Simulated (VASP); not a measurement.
## Sb: single point with PBE

Sb:

```
Sb
1.0
     0.00000    2.37124    2.37124
     2.37124    0.00000    2.37124
     2.37124    2.37124    0.00000
Sb
1
Direct
  0.00000 0.00000 0.00000
```

```
Program                : VASP 6.6.1
Task                   : single point
Functional             : PBE
Potentials or basis    : VASP PAW PBE potentials, release 64 (Sb)
Cutoff                 : 520 eV
k mesh                 : 10 × 10 × 10
Occupations            : gaussian, width 0.028 eV
Spin                   : no spin polarisation
Dipole correction      : no
Further INCAR settings : ALGO = Normal; EDIFF = 1e-06; NBANDS = 8
```

| Property | Result |
| --- | --- |
| Pressure | 1.8 GPa |

Levels at points of the mesh, in eV from the Fermi level:
```
           k point  band 1  band 2  band 3  band 4  band 5  band 6
(0.00, 0.00, 0.00)  -12.94    5.45    5.45    5.45   10.04   10.04
(0.50, 0.00, 0.00)   -9.14   -5.82    3.74    3.74    8.29    9.18
(0.50, 0.50, 0.00)   -7.48   -4.92    0.44    0.44    4.21    4.66
```

Wall time 7.8 s on 1 thread of AMD EPYC 7R43 64-Core Processor (Zen 3), on a shared host, peak memory 0.12 GiB.

Caveat: spin-orbit coupling is left out, which moves the levels of the heavy elements.
